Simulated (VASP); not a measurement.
# ZrS2 (P-3m1) in VASP: relaxation of the atoms with PBEsol

Aim: the relaxation of the atoms of ZrS2 with PBEsol.

Everything below comes from runs of VASP 6.6.1. Logs are shortened: lines on timing, memory, paths and dates and some standing lists are left out, and cuts for length are marked.

**1. The cell of the first run**

Symmetry: P-3m1, No. 164, trigonal system. The conventional cell has a = 3.627 Å, b = 3.627 Å, c = 5.710 Å, α = 90.00°, β = 90.00°, γ = 120.00°. Zr (site symmetry -3m) has 6 S at 2.54 Å within 3.4 Å. S (site symmetry 3m) has 3 Zr at 2.54 Å and 12 S at 3.53 to 3.63 Å within 3.7 Å.

**2. Relaxation of the atoms, PBEsol (strain along c alone, the other axes held: -3.0 %)**

INCAR reads:

```
  PREC = Accurate
  ENCUT = 450
  EDIFF = 1E-7
  ISMEAR = 0
  SIGMA = 0.02
  LREAL = False
  LASPH = True
  NELM = 120
  ALGO = Normal
  ISIF = 2
  LWAVE = False
  LCHARG = False
  GGA = PS
  IBRION = 2
  NSW = 60
  EDIFFG = -0.008
  GGA_COMPAT = False
  NELMIN = 4
```

KPOINTS reads:

```
Automatic mesh
0
Gamma
  12 12 6
```

POSCAR reads:

```
ZrS2
1.0
    3.6273720858      0.0000000000      0.0000000000
   -1.8136860429      3.1413963753      0.0000000000
    0.0000000000      0.0000000000      5.7101583294
Zr S
1 2
Direct
    0.0000000000      0.0000000000      0.0000000000
    0.6666666667      0.3333333333      0.7485058455
    0.3333333333      0.6666666667      0.2514941545
```

Potentials or basis: VASP PAW PBE potentials, release 64 (Zr_sv, S).

Command:

```sh
$ cat potpaw_PBE.64/Zr_sv/POTCAR potpaw_PBE.64/S/POTCAR > POTCAR
$ mpirun -np 1 vasp_std > vasp.out
```

OUTCAR:

```text
PREC = Accurate
   ENCUT = 450
   EDIFF = 1E-7
   ISMEAR = 0
   LREAL = False
   LASPH = True
   NELM = 120
   ISIF = 2
   GGA = PS
   IBRION = 2
   NSW = 60
   EDIFFG = -0.008
   NELMIN = 4

 ion  position               nearest neighbor table
   1  0.000  0.000  0.000-   2 2.54   3 2.54   2 2.54   3 2.54   2 2.54   3 2.54
   2  0.667  0.333  0.749-   1 2.54   1 2.54   1 2.54
   3  0.333  0.667  0.251-   1 2.54   1 2.54   1 2.54

  LATTYP: Found a hexagonal cell.
 ALAT       =     3.6273720858
 C/A-ratio  =     1.5741859931

  Lattice vectors:

 A1 = (   3.6273720858,   0.0000000000,   0.0000000000)
 A2 = (  -1.8136860429,   3.1413963753,   0.0000000000)
 A3 = (   0.0000000000,   0.0000000000,   5.7101583294)

Analysis of symmetry for initial positions (statically):
=====================================================================
 Subroutine PRICEL returns:
 Original cell was already a primitive cell.

 Routine SETGRP: Setting up the symmetry group for a
 hexagonal supercell.

 Subroutine GETGRP returns: Found 12 space group operations
 (whereof 12 operations were pure point group operations)
 out of a pool of 24 trial point group operations.

The static configuration has the point symmetry D_3d.

Analysis of symmetry for dynamics (positions and initial velocities):
=====================================================================
 Subroutine PRICEL returns:
 Original cell was already a primitive cell.

 Routine SETGRP: Setting up the symmetry group for a
 hexagonal supercell.

 Subroutine GETGRP returns: Found 12 space group operations
 (whereof 12 operations were pure point group operations)
 out of a pool of 24 trial point group operations.

The dynamic configuration has the point symmetry D_3d.

 Subroutine INISYM returns: Found 12 space group operations
 (whereof 12 operations are pure point group operations),
 and found     1 'primitive' translations

----------------------------------------------------------------------------------------

                                     Primitive cell

  volume of cell :      65.0673

  direct lattice vectors                    reciprocal lattice vectors
     3.627372086  0.000000000  0.000000000     0.275681672  0.159164887  0.000000000
    -1.813686043  3.141396375  0.000000000     0.000000000  0.318329775  0.000000000
     0.000000000  0.000000000  5.710158329     0.000000000  0.000000000  0.175126493

  length of vectors
     3.627372086  3.627372086  5.710158329     0.318329775  0.318329775  0.175126493

  position of ions in fractional coordinates (direct lattice)
     0.000000000  0.000000000  0.000000000
     0.666666667  0.333333333  0.748505845
     0.333333333  0.666666667  0.251494155

  ion indices of the primitive-cell ions
   primitive index   ion index
                 1           1
                 2           2
                 3           3

----------------------------------------------------------------------------------------

 KPOINTS: Automatic mesh

Automatic generation of k-mesh.
 Grid dimensions read from file:
 generate k-points for:   12   12    6

 Generating k-lattice:

  Cartesian coordinates                     Fractional coordinates (reciprocal lattice)
     0.022973473  0.013263741  0.000000000     0.083333333  0.000000000  0.000000000
     0.000000000  0.026527481  0.000000000     0.000000000  0.083333333  0.000000000
     0.000000000  0.000000000  0.029187749     0.000000000  0.000000000  0.166666667

  Length of vectors
     0.026527481  0.026527481  0.029187749

  Shift w.r.t. Gamma in fractional coordinates (k-lattice)
     0.000000000  0.000000000  0.000000000

 Subroutine IBZKPT returns following result:
 ===========================================

 Found    100 irreducible k-points:

 Following reciprocal coordinates:
            Coordinates               Weight
  0.000000  0.000000  0.000000      1.000000
  0.083333 -0.000000  0.000000      6.000000
  0.166667 -0.000000  0.000000      6.000000
  0.250000  0.000000  0.000000      6.000000
  0.333333 -0.000000  0.000000      6.000000
  0.416667  0.000000  0.000000      6.000000
[... 16 lines left out ...]
  0.166667 -0.000000  0.166667      6.000000
  0.000000  0.166667  0.166667      6.000000
 [... further k-points ...]
   k-points           NKPTS =    100   k-points in BZ     NKDIM =    100   number of bands    NBANDS=     16
   number of dos      NEDOS =    301   number of ions     NIONS =      3
   total plane-waves  NPLWV =  31360
   dimension x,y,z NGX =    28 NGY =   28 NGZ =   40
   dimension x,y,z NGXF=    56 NGYF=   56 NGZF=   80
   ions per type =               1   2
   NGX,Y,Z   is equivalent  to a cutoff of  12.83, 12.83, 11.65 a.u.
   NGXF,Y,Z  is equivalent  to a cutoff of  25.67, 25.67, 23.29 a.u.
 SYSTEM =  unknown system
   PREC   = accura    normal or accurate (medium, high low for compatibility)
   ISTART =      0    job   : 0-new  1-cont  2-samecut
   ICHARG =      2    charge: 1-file 2-atom 10-const
   ISPIN  =      1    spin polarized calculation?
   LNONCOLLINEAR =      F non collinear calculations
   LSORBIT =      F    spin-orbit coupling
   LASPH  =      T    aspherical Exc in radial PAW
   ENCUT  =  450.0 eV  33.07 Ry    5.75 a.u.   6.27  6.27  9.88*2*pi/ulx,y,z
   NELM   =    120;   NELMIN=  4; NELMDL= -5     # of ELM steps
   EDIFF  = 0.1E-06   stopping-criterion for ELM
   LREAL  =      F    real-space projection
   EDIFFG = -.8E-02   stopping-criterion for IOM
   NSW    =     60    number of steps for IOM
   IBRION =      2    ionic relax: 0-MD 1-quasi-New 2-CG
   NFREE  =      1    steps in history (QN), initial steepest desc. (CG)
   ISIF   =      2    stress and relaxation
   ISYM   =      2    0-nonsym 1-usesym 2-fastsym
   POTIM  = 0.5000    time-step for ionic-motion
   TEBEG  =    0.0;   TEEND  =   0.0 temperature during run
   PSTRESS=    0.0 pullay stress
   NELECT =      24.0000    total number of electrons
   NUPDOWN=      -1.0000    fix difference up-down
   EMIN   =  10.00;   EMAX   =-10.00  energy-range for DOS
   EFERMI =   0.00;   METHOD = LEGACY
   ISMEAR =     0;   SIGMA  =   0.02  broadening in eV -4-tet -1-fermi 0-gaus
   EFERMI_NEDOS =   21; number of points for ismear=-14 and -15
   IALGO  =     38    algorithm
   IMIX   =      4    mixing-type and parameters
     AMIX     =   0.40;   BMIX     =  1.00
     AMIX_MAG =   1.60;   BMIX_MAG =  1.00
  volume/ion in A,a.u.               =      21.69       146.37
  Fermi-wavevector in a.u.,A,eV,Ry     =   1.174062  2.218655 18.754554  1.378421
  Thomas-Fermi vector in A             =   2.310465
   LORBIT       =      0    0 simple, 1 ext, 2 COOP (PROOUT), +10 PAW based schemes
   GGA     = PS    functional components
   LHFCALC =     F    Hartree Fock is set to
   AEXX    =    0.0000 exact exchange contribution
   IVDW    =     0    specifies the selected vdW correction
   LEPSILON=     F    determine dielectric tensor
   LRPA    =     F    only Hartree local field effects (RPA)
 conjugate gradient relaxation of ions
 non-spin polarized calculation
 Gauss-broadening in eV      SIGMA  =   0.02
  energy-cutoff  :      450.00
  volume of cell :       65.07
 maximum number of plane-waves:      1436
 NGX is ok and might be reduce to    28
   NGX = 13   NGY = 13   NGZ = 19

--------------------------------------- Ionic step        1  -------------------------------------------

 number of electron      24.0000003 magnetization

 Free energy of the ion-electron system (eV)
  ---------------------------------------------------
  ext. energy  EPLUGINS =         0.00000000
  ---------------------------------------------------
  free energy    TOTEN  =       -22.55208147 eV

  energy without entropy =      -22.55208147  energy(sigma->0) =      -22.55208147

------------------------ aborting loop because EDIFF is reached ----------------------------------------

  FORCE on cell =-STRESS in cart. coord.  units (eV):
  Direction    XX          YY          ZZ          XY          YZ          ZX
  --------------------------------------------------------------------------------------
  -------------------------------------------------------------------------------------
  Total        0.3606879      0.3606879      0.8245319      0.0000000      0.0000000     -0.0000000
  in kB        8.8813535      8.8813535     20.3027597      0.0000000      0.0000000     -0.0000000
  external PRESSURE =      12.6884889 kB  Pullay stress =       0.0000000 kB
[... 59 lines left out ...]
  energy  without entropy=      -22.5542871839  energy(sigma->0) =      -22.55428718

--------------------------------------- Ionic step        3  -------------------------------------------

 number of electron      24.0000001 magnetization

 Free energy of the ion-electron system (eV)
  ---------------------------------------------------
  ext. energy  EPLUGINS =         0.00000000
  ---------------------------------------------------
  free energy    TOTEN  =       -22.55477543 eV

  energy without entropy =      -22.55477543  energy(sigma->0) =      -22.55477543

 E-fermi :   5.3573     XC(G=0): -10.0350

 val. band max:        5.2506814315   @ k =   0.0000   0.0000   0.0000
 cond. band min:       5.8563513444   @ k =   0.5000   0.0000   0.5000
 fundamental gap:      0.6056699129
 Fermi energy:         5.3573231648

 k-point     1 :       0.0000    0.0000    0.0000
  band No.  band energies     occupation
      1     -43.7069      2.00000
      2     -21.8303      2.00000
      3     -21.6576      2.00000
      4     -21.6576      2.00000
      5      -7.8010      2.00000
      6      -6.1198      2.00000
[... 8 lines left out ...]
     15       7.3492      0.00000
     16       9.9507      0.00000
[... 420 lines left out ...]
  band No.  band energies     occupation
      1     -43.7012      2.00000
      2     -21.8137      2.00000
      3     -21.7351      2.00000
      4     -21.6742      2.00000
      5      -7.4508      2.00000
      6      -6.2821      2.00000
[... 8 lines left out ...]
     15       7.9244      0.00000
     16       9.6910      0.00000

 [... further k-points ...]

------------------------ aborting loop because EDIFF is reached ----------------------------------------

  FORCE on cell =-STRESS in cart. coord.  units (eV):
  Direction    XX          YY          ZZ          XY          YZ          ZX
  --------------------------------------------------------------------------------------
  -------------------------------------------------------------------------------------
  Total        0.0516087      0.0516087      0.3646500      0.0000000      0.0000000      0.0000000
  in kB        1.2707816      1.2707816      8.9789136      0.0000000      0.0000000      0.0000000
  external PRESSURE =       3.8401589 kB  Pullay stress =       0.0000000 kB
[... 18 lines left out ...]
  FREE ENERGIE OF THE ION-ELECTRON SYSTEM (eV)
  ---------------------------------------------------
  free  energy   TOTEN  =       -22.5547754345 eV

  energy  without entropy=      -22.5547754345  energy(sigma->0) =      -22.55477543

 reached required accuracy - stopping structural energy minimisation
```

It took 4.8 min on 1 thread of Oxide Virtual Turin-like, shared host; peak memory 0.2 GiB.

Results:

* Free energy: -22.5548 eV
* Energy gained by relaxing: 0.9 meV/atom
* Ionic steps: 3
* Pressure after relaxing: 0.4 GPa
* Band gap on the k mesh: 0.61 eV (least direct gap 1.37 eV)

Step by step:
```tsv
step	energy change (eV)	largest force (eV/Å)	pressure (GPa)
1	0.0000	0.1793	1.27
2	-0.0022	0.0763	0.76
3	-0.0027	0.0004	0.38
```

Final structure:
```cif
data_structure
_symmetry_space_group_name_H-M 'P 1'
_symmetry_Int_Tables_number 1
_cell_length_a 3.6274
_cell_length_b 3.6274
_cell_length_c 5.7102
_cell_angle_alpha 90.000
_cell_angle_beta 90.000
_cell_angle_gamma 120.000
_cell_volume 65.07
loop_
_atom_site_label
_atom_site_type_symbol
_atom_site_fract_x
_atom_site_fract_y
_atom_site_fract_z
_atom_site_occupancy
Zr1 Zr 0.00000 0.00000 0.00000 1
S1 S 0.66667 0.33333 0.74587 1
S2 S 0.33333 0.66667 0.25413 1
```

Levels at points of the mesh, in eV from the valence-band top:
```csv
k point,band 9,band 10,band 11,band 12,band 13,band 14,band 15,band 16
"(0.00, 0.00, 0.00)",-3.02,-0.23,-0.23,0.00,1.37,1.37,2.10,4.70
"(0.50, 0.00, 0.00)",-2.80,-2.68,-2.21,-1.47,0.82,3.19,3.53,5.75
"(0.00, 0.00, 0.50)",-2.96,-2.19,-0.43,-0.43,1.32,1.32,2.51,5.25
"(0.50, 0.00, 0.50)",-2.91,-2.55,-1.08,-0.87,0.61,3.18,3.52,5.05
```

Caveat: the cell differs from its parent crystal (strain along c alone, the other axes held: -3.0 %); semilocal functionals underestimate gaps, and a narrow one can read as zero; the PAW data sets were made with another functional, which shifts forces and pressure a little.
